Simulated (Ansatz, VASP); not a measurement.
**Sn in VASP and in Ansatz**

Contents of INCAR:

```
  PREC = Accurate
  ENCUT = 520
  EDIFF = 1E-6
  ISMEAR = 0
  SIGMA = 0.1
  LREAL = F
  LASPH = T
  NELM = 100
  ALGO = Normal
  ISIF = 2
  LWAVE = F
  LCHARG = T
  GGA = PE
  LELF = T
  LVHAR = T
  NBANDS = 21
```

KPOINTS

```
Automatic mesh
0
Gamma
  6 6 6
```

File POSCAR:

```
Sn
1.0
    0.0000000000      3.2333428000      3.2333428000
    3.2333428000      0.0000000000      3.2333428000
    3.2333428000      3.2333428000      0.0000000000
Sn
2
Direct
    0.0000000000      0.0000000000      0.0000000000
    0.2500000000      0.2500000000      0.2500000000
```

Input for Ansatz:

```yaml
crystal:
  lattice:
    - [0.0, 3.2333428, 3.2333428]
    - [3.2333428, 0.0, 3.2333428]
    - [3.2333428, 3.2333428, 0.0]
  atoms:
    - { symbol: Sn, position: [0.0, 0.0, 0.0] }
    - { symbol: Sn, position: [0.25, 0.25, 0.25] }
basis:
  ecutwfc: 420
kpoints:
  mp_grid: { grid: [6, 6, 6] }
hamiltonian:
  xc: pbe
scf:
  occupations: { method: gaussian, width: 0.1 }
output:
  forces: true
  stress: true
  eigenvalues: true
```

Alike in both runs: task single point; functional PBE; k mesh 6 × 6 × 6; occupations gaussian, width 0.1 eV; no spin polarisation.

|  | VASP | Ansatz |
| --- | --- | --- |
| version | VASP 6.6.1 | Ansatz 0.2.0 |
| potentials or method | VASP PAW PBE potentials, release 64 (Sn_d), cutoff 520 eV | scalar-relativistic, plane waves, PAW |
| valence electrons in the cell | 28 | 28 |

|  | VASP | Ansatz | Ansatz less VASP |
| --- | --- | --- | --- |
| gap on the k mesh at the Fermi level (eV) | none | none | - |
| pressure (GPa) | 3.8 | 3.9 | +0.06 |

A gap of «none» marks a metal or a gap that the smearing closes.
